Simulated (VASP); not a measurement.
A run of VASP 6.6.1:

The input INCAR:

```
SYSTEM = Sn
ALGO     = Fast           ! electronic algorithm
EDIFF    = 1E-6           ! SCF threshold, eV
ENCUT    = 520            ! plane-wave cutoff, eV
GGA      = PS             ! functional
ISIF     = 2              ! what is computed and relaxed
ISMEAR   = 0              ! smearing method
LASPH    = .TRUE.         ! aspherical terms in the spheres
LCHARG   = .FALSE.        ! write CHGCAR
LREAL    = .FALSE.        ! projectors in reciprocal space
LWAVE    = .FALSE.        ! write WAVECAR
NBANDS   = 21             ! bands
NELM     = 80             ! most SCF steps
PREC     = Accurate       ! precision mode
SIGMA    = 0.15           ! smearing width, eV
```

KPOINTS

```
k-points
0
G
  12 12 12
  0 0 0
```

POSCAR

```
Sn
1.0
    0.0000000000      2.9859520000      3.3754240000
    2.9859520000      0.0000000000      3.3754240000
    2.9859520000      2.9859520000      0.0000000000
Sn
2
Direct
    0.5000000000      0.5000000000      0.5000000000
    0.7500000000      0.7500000000      0.7500000000
```

Potentials or basis: VASP PAW PBE potentials, release 64 (Sn_d).

Run with:

```sh
$ cat potpaw_PBE.64/Sn_d/POTCAR > POTCAR
$ mpirun -np 1 vasp_std > vasp.out
```

Hardware: 1 thread of Intel Xeon 8259CL (shared host).

How long does it take, and how much memory?

It took 5.7 min on 1 thread of Intel Xeon 8259CL (shared host), peak memory 0.31 GiB. Counts: scf iterations 13, k points 163.
